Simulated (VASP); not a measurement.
Sr4Al8Ge8H (a cell with a defect): single point with PBEsol

The system is Sr4Al8Ge8H (a cell with a defect).

```
CELL_PARAMETERS angstrom
-4.22796 -7.32305 0.00000
6.34194 -3.66152 0.00000
0.00000 0.00000 7.47074
ATOMIC_POSITIONS crystal
Sr 0.74488 0.49997 0.99996
Sr 0.49947 0.00003 0.99795
Sr 0.24880 0.49906 0.00167
Sr 0.99980 0.00151 0.00790
Al 0.50400 0.65548 0.37544
Al 0.49880 0.33396 0.62295
Al 0.23027 0.15163 0.38298
Al 0.24526 0.83879 0.61982
Al 0.00217 0.68912 0.38219
Al 0.99956 0.33538 0.62403
Al 0.74769 0.16471 0.37768
Al 0.74838 0.83623 0.62225
Ge 0.49654 0.66955 0.72423
Ge 0.49163 0.32101 0.27690
Ge 0.24937 0.16912 0.73056
Ge 0.26248 0.82549 0.26931
Ge 0.99764 0.66979 0.73009
Ge 0.99407 0.34498 0.27738
Ge 0.75067 0.16776 0.72756
Ge 0.74504 0.83198 0.27184
H 0.03742 0.99666 0.43571
```

```
Program             : VASP 6.6.1
Task                : single point
Functional          : PBEsol
Potentials or basis : VASP PAW PBE potentials, release 64 (Sr_sv, Al, Ge_d, H)
Cutoff              : 520 eV
k mesh              : 2 × 2 × 2
Occupations         : gaussian, width 0.1 eV
Spin                : no spin polarisation
```

```yaml
Pressure: -0.8 GPa
Largest_force: 0.218 eV/Å
Band_gap_on_the_k_mesh: zero (an odd number of electrons rules out a gap without spin polarisation)
```

Forces in eV/Å, atoms in the order of the input:
```
Sr  -0.003 -0.003  0.005
Sr   0.000  0.003  0.000
Sr   0.002  0.009  0.010
Sr   0.003 -0.001  0.039
Al  -0.011  0.006  0.005
Al  -0.009  0.019  0.003
Al  -0.001 -0.009  0.001
Al  -0.064 -0.038  0.031
Al   0.039 -0.022  0.024
Al   0.026 -0.010  0.012
Al  -0.001  0.001  0.011
Al   0.002 -0.011  0.005
Ge  -0.033 -0.008  0.008
Ge  -0.003  0.004  0.013
Ge  -0.003  0.024 -0.020
Ge  -0.003 -0.009  0.031
Ge   0.001 -0.017 -0.006
Ge   0.017 -0.007  0.030
Ge  -0.001  0.001 -0.008
Ge   0.009  0.020  0.017
H    0.032  0.048 -0.210
```

Stress tensor (GPa, compression positive):
```
-0.25  0.92  0.09
 0.92  0.03 -0.19
 0.09 -0.19 -2.22
```

Levels at points of the mesh, in eV from the Fermi level:
```
           k point  band 86  band 87  band 88  band 89  band 90  band 91  band 92  band 93
(0.00, 0.00, 0.00)    -0.70    -0.08     0.46     0.49     0.66     0.97     1.32     2.09
(0.50, 0.00, 0.00)    -0.66    -0.16    -0.13     0.11     1.57     1.64     1.87     1.93
(0.00, 0.50, 0.00)    -0.61    -0.57    -0.50    -0.40     0.07     0.48     0.74     1.63
(0.50, 0.50, 0.00)    -0.76    -0.73    -0.72    -0.17     1.28     1.41     1.43     2.05
(0.00, 0.00, 0.50)    -0.73    -0.55    -0.17    -0.13     0.34     0.66     1.22     1.30
(0.50, 0.00, 0.50)    -1.34    -0.67    -0.58     0.22     1.41     1.49     1.57     1.64
(0.00, 0.50, 0.50)    -0.64    -0.62    -0.40    -0.28     0.61     0.65     0.67     0.89
(0.50, 0.50, 0.50)    -1.08    -1.02    -0.99    -0.26     1.26     1.33     1.35     1.41
```

Wall time 6.1 min on 1 thread of Intel(R) Xeon(R) 6975P-C (Granite Rapids), on a shared host, peak memory 0.59 GiB.

Caveat: the k points lie up to 0.43 Å⁻¹ apart, too coarse for converged energies and pressures of a metal; the PAW data sets were made with another functional, which shifts forces and pressure a little; an odd number of electrons without spin polarisation forces a metal; a magnetic or distorted state may lie lower.
